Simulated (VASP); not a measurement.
**LaH3: single point with PBEsol**

Crystal: LaH3.

```xyz
4
Lattice="0.0000 2.7506 2.7506 2.7506 0.0000 2.7506 2.7506 2.7506 0.0000" Properties=species:S:1:pos:R:3 pbc="T T T"
La    0.0000    0.0000    0.0000
H     2.7506    2.7506    2.7506
H     4.1260    4.1260    4.1260
H     1.3753    1.3753    1.3753
```

* Program: VASP 6.6.1
* Task: single point
* Functional: PBEsol
* Potentials or basis: VASP PAW PBE potentials, release 64 (La, H)
* Cutoff: 520 eV
* k mesh: 12 × 12 × 12
* Occupations: methfessel-paxton, width 0.025 eV
* Spin: collinear spin
* Starting moments: [0.5, -2.0, 2.0, -1.0] μB

```
Pressure                                              : -0.2 GPa
Band gap on the k mesh                                : zero (filled and empty bands overlap)
Net moment                                            : 0.00 μB per cell
Valence electrons inside the program's atomic spheres : La 8.53; H 0.48, 0.55 (each value once)
```

Levels at points of the mesh, in eV from the Fermi level:
Spin up:
```tsv
k point	band 4	band 5	band 6	band 7	band 8	band 9	band 10	band 11
(0.00, 0.00, 0.00)	-16.53	-8.26	-3.09	0.17	0.17	0.17	0.50	1.31
(0.50, 0.00, 0.00)	-16.67	-6.25	-4.04	-2.24	0.00	0.00	1.41	1.41
(0.50, 0.50, 0.00)	-16.93	-5.85	-5.70	-3.05	1.39	1.39	1.53	1.78
```
Spin down:
```csv
k point,band 4,band 5,band 6,band 7,band 8,band 9,band 10,band 11
"(0.00, 0.00, 0.00)",-16.53,-8.26,-3.09,0.17,0.17,0.17,0.50,1.31
"(0.50, 0.00, 0.00)",-16.67,-6.25,-4.04,-2.24,0.00,0.00,1.41,1.41
"(0.50, 0.50, 0.00)",-16.93,-5.85,-5.70,-3.05,1.39,1.39,1.53,1.78
```

Run time: 3.5 min on 1 thread of Oxide Virtual Turin-like Processor, with other jobs on the host, peak memory 0.23 GiB.

Caveat: the PAW data sets were made with another functional, which shifts forces and pressure a little; spin-orbit coupling is left out, which moves the levels of the heavy elements.
